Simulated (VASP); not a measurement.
# WC (P-6m2) in VASP: a series of runs, part 3 of 3

VASP 6.6.1. The steps go on from the part before.

**5. Electric field gradients, PBEsol (volume scaled by 0.98)**

Contents of INCAR:

```
SYSTEM = WC
PREC     = Accurate       ! precision mode
ENCUT    = 520            ! plane-wave cutoff, eV
EDIFF    = 1E-8           ! SCF threshold, eV
ISMEAR   = -1             ! smearing method
SIGMA    = 0.05           ! smearing width, eV
LREAL    = .FALSE.        ! projectors in reciprocal space
LASPH    = .TRUE.         ! aspherical terms in the spheres
NELM     = 80             ! most SCF steps
ALGO     = Normal         ! electronic algorithm
ISIF     = 2              ! what is computed and relaxed
LWAVE    = .FALSE.        ! write WAVECAR
LCHARG   = .FALSE.        ! write CHGCAR
GGA      = PS             ! functional
LEFG     = .TRUE.       
NBANDS   = 16             ! bands
```

Contents of KPOINTS:

```
Automatic mesh
0
G
  13 13 12
  0 0 0
```

Contents of POSCAR:

```
WC
1.0
    2.8810343969      0.0000000000      0.0000000000
   -1.4405171984      2.4950489769      0.0000000000
    0.0000000000      0.0000000000      2.8100128507
W C
1 1
Direct
    0.0000000000      0.0000000000      0.0000000000
    0.6666666667      0.3333333333      0.5000000000
```

Potentials or basis: VASP PAW PBE potentials, release 64 (W_sv, C).

Started as:

```console
cat potpaw_PBE.64/W_sv/POTCAR potpaw_PBE.64/C/POTCAR > POTCAR
mpirun -np 1 vasp_std > vasp.out
```

OUTCAR:

```text
SYSTEM = WC
   PREC = Accurate
   ENCUT = 520
   EDIFF = 1E-8
   ISMEAR = -1
   LREAL = .FALSE.
   LASPH = .TRUE.
   NELM = 80
   ISIF = 2
   GGA = PS

 ion  position               nearest neighbor table
   1  0.000  0.000  0.000-   2 2.18   2 2.18   2 2.18   2 2.18   2 2.18   2 2.18
   2  0.667  0.333  0.500-   1 2.18   1 2.18   1 2.18   1 2.18   1 2.18   1 2.18

  LATTYP: Found a hexagonal cell.
 ALAT       =     2.8810343969
 C/A-ratio  =     0.9753485948

  Lattice vectors:

 A1 = (   2.8810343969,   0.0000000000,   0.0000000000)
 A2 = (  -1.4405171984,   2.4950489769,   0.0000000000)
 A3 = (   0.0000000000,   0.0000000000,   2.8100128507)

Analysis of symmetry for initial positions (statically):
=====================================================================
 Subroutine PRICEL returns:
 Original cell was already a primitive cell.

 Routine SETGRP: Setting up the symmetry group for a
 hexagonal supercell.

 Subroutine GETGRP returns: Found 12 space group operations
 (whereof 12 operations were pure point group operations)
 out of a pool of 24 trial point group operations.

The static configuration has the point symmetry D_3h.

Analysis of symmetry for dynamics (positions and initial velocities):
=====================================================================
 Subroutine PRICEL returns:
 Original cell was already a primitive cell.

 Routine SETGRP: Setting up the symmetry group for a
 hexagonal supercell.

 Subroutine GETGRP returns: Found 12 space group operations
 (whereof 12 operations were pure point group operations)
 out of a pool of 24 trial point group operations.

The dynamic configuration has the point symmetry D_3h.

 Subroutine INISYM returns: Found 12 space group operations
 (whereof 12 operations are pure point group operations),
 and found     1 'primitive' translations

----------------------------------------------------------------------------------------

                                     Primitive cell

  volume of cell :      20.1993

  direct lattice vectors                    reciprocal lattice vectors
     2.881034397  0.000000000  0.000000000     0.347097557  0.200396868  0.000000000
    -1.440517198  2.495048977  0.000000000     0.000000000  0.400793736  0.000000000
     0.000000000  0.000000000  2.810012851     0.000000000  0.000000000  0.355870259

  length of vectors
     2.881034397  2.881034397  2.810012851     0.400793736  0.400793736  0.355870259

  position of ions in fractional coordinates (direct lattice)
     0.000000000  0.000000000  0.000000000
     0.666666667  0.333333333  0.500000000

  ion indices of the primitive-cell ions
   primitive index   ion index
                 1           1
                 2           2

----------------------------------------------------------------------------------------

 KPOINTS: Automatic mesh

Automatic generation of k-mesh.
 Grid dimensions read from file:
 generate k-points for:   13   13   12

[... 65 lines left out ...]
   EDIFFG = 0.1E-06   stopping-criterion for IOM
   NSW    =      0    number of steps for IOM
   IBRION =     -1    ionic relax: 0-MD 1-quasi-New 2-CG
   NFREE  =      0    steps in history (QN), initial steepest desc. (CG)
   ISIF   =      2    stress and relaxation
   ISYM   =      2    0-nonsym 1-usesym 2-fastsym
   POTIM  = 0.5000    time-step for ionic-motion
   TEBEG  =    0.0;   TEEND  =   0.0 temperature during run
   PSTRESS=    0.0 pullay stress
   NELECT =      18.0000    total number of electrons
   NUPDOWN=      -1.0000    fix difference up-down
   EMIN   =  10.00;   EMAX   =-10.00  energy-range for DOS
   EFERMI =   0.00;   METHOD = LEGACY
   ISMEAR =    -1;   SIGMA  =   0.05  broadening in eV -4-tet -1-fermi 0-gaus
   EFERMI_NEDOS =   21; number of points for ismear=-14 and -15
   IALGO  =     38    algorithm
   IMIX   =      4    mixing-type and parameters
     AMIX     =   0.40;   BMIX     =  1.00
     AMIX_MAG =   1.60;   BMIX_MAG =  1.00
  volume/ion in A,a.u.               =      10.10        68.16
  Fermi-wavevector in a.u.,A,eV,Ry     =   1.575386  2.977048 33.767509  2.481842
  Thomas-Fermi vector in A             =   2.676378
   LORBIT       =      0    0 simple, 1 ext, 2 COOP (PROOUT), +10 PAW based schemes
   GGA     = PS    functional components
   LHFCALC =     F    Hartree Fock is set to
   AEXX    =    0.0000 exact exchange contribution
   IVDW    =     0    specifies the selected vdW correction
   LEPSILON=     F    determine dielectric tensor
   LRPA    =     F    only Hartree local field effects (RPA)
 non-spin polarized calculation
  energy-cutoff  :      520.00
  volume of cell :       20.20
 maximum number of plane-waves:       568
 NGX is ok and might be reduce to    24
   NGX = 11   NGY = 11   NGZ = 11

 number of electron      18.0000000 magnetization

 Free energy of the ion-electron system (eV)
  ---------------------------------------------------
  ext. energy  EPLUGINS =         0.00000000
  ---------------------------------------------------
  free energy    TOTEN  =       -23.88923582 eV

  energy without entropy =      -23.88667476  energy(sigma->0) =      -23.88795529

 E-fermi :  11.3376     XC(G=0): -14.0774

 val. band max:       11.3364594900   @ k =   0.4615   0.0769   0.4167
 cond. band min:      11.4074510989   @ k =   0.4615  -0.0000   0.4167
 fundamental gap:      0.0709916089
 Fermi energy:        11.3376309533

 k-point     1 :       0.0000    0.0000    0.0000
  band No.  band energies     occupation
      1     -62.5522      2.00000
      2     -26.5371      2.00000
      3     -26.4275      2.00000
      4     -26.4275      2.00000
      5      -3.3147      2.00000
      6       6.8362      2.00000
[... 433 lines left out ...]
      3     -26.5666      2.00000
      4     -26.4685      2.00000
      5      -2.5282      2.00000
      6       6.6623      2.00000
[... 8 lines left out ...]
     15      25.0887      0.00000
     16      29.4418      0.00000

 [... further k-points ...]
[... 5 lines left out ...]
  --------------------------------------------------------------------------------------
  -------------------------------------------------------------------------------------
  Total        1.1040787      1.1040787      1.2539238      0.0000000     -0.0000000      0.0000000
  in kB       87.5739212     87.5739212     99.4594135      0.0000000     -0.0000000      0.0000000
  external PRESSURE =      91.5357519 kB  Pullay stress =       0.0000000 kB

 VOLUME and BASIS-vectors are now :
 -----------------------------------------------------------------------------
  energy-cutoff  :      520.00
  volume of cell :       20.20
      direct lattice vectors                 reciprocal lattice vectors
     2.881034397  0.000000000  0.000000000     0.347097557  0.200396868  0.000000000
    -1.440517198  2.495048977  0.000000000     0.000000000  0.400793736  0.000000000
     0.000000000  0.000000000  2.810012851     0.000000000  0.000000000  0.355870259

 POSITION                                       TOTAL-FORCE (eV/Angst)
 -----------------------------------------------------------------------------------
      0.00000      0.00000      0.00000        -0.000000     -0.000000      0.000000
      1.44052      0.83168      1.40501         0.000000      0.000000      0.000000
 -----------------------------------------------------------------------------------
    total drift:                                0.000000     -0.000000      0.000000

  FREE ENERGIE OF THE ION-ELECTRON SYSTEM (eV)
  ---------------------------------------------------
  free  energy   TOTEN  =       -23.8892358151 eV

  energy  without entropy=      -23.8866747633  energy(sigma->0) =      -23.88795529

 Electric field gradients (V/A^2)
---------------------------------------------------------------------
 ion       V_xx      V_yy      V_zz      V_xy      V_xz      V_yz
---------------------------------------------------------------------
   1      77.907    77.907  -155.814     0.000    -0.000     0.000
   2      -0.163    -0.163     0.326     0.000     0.000    -0.000
---------------------------------------------------------------------

 Electric field gradients after diagonalization (V/A^2)
 (convention: |V_zz| > |V_xx| > |V_yy|)
----------------------------------------------------------------------
 ion       V_xx      V_yy      V_zz     asymmetry (V_yy - V_xx)/ V_zz
----------------------------------------------------------------------
   1      77.907    77.907  -155.814       0.000
   2      -0.163    -0.162     0.326       0.002
----------------------------------------------------------------------

           NMR quadrupolar parameters

 Cq : quadrupolar parameter    Cq=e*Q*V_zz/h
 eta: asymmetry parameters     (V_yy - V_xx)/ V_zz
 Q  : nuclear electric quadrupole moment in mb (millibarn)
----------------------------------------------------------------------
 ion       Cq(MHz)       eta       Q (mb)
----------------------------------------------------------------------
   1      -0.377       0.000       1.000
   2       0.001       0.002       1.000
----------------------------------------------------------------------
```

Run time: 16 s. Hardware: 1 thread of Intel Xeon 6975P-C (Granite Rapids), shared host; peak memory 0.17 GiB.

What came out:

| Quantity | Value |
| --- | --- |
| Free energy | -23.8892 eV |
| Pressure | 9.2 GPa |
| Band gap on the k mesh | zero (band 9 reaches 12.00 eV, above the bottom of band 10 at 10.69 eV) |

Stress tensor (GPa, compression positive):
```
8.76 0.00 0.00
0.00 8.76 0.00
0.00 0.00 9.95
```

Electric field gradients, principal values (V/Å²):
```
atom   least  middle  greatest (by size)
 1 W  77.907  77.907            -155.814
 2 C  -0.162  -0.163               0.326
```

Caveat: without QUAD_EFG the Cq values of the log hold for a quadrupole moment of 1 mb, not for the nuclei; the PAW data sets were made with another functional, which shifts forces and pressure a little; spin-orbit coupling is left out, which moves the levels of the heavy elements.
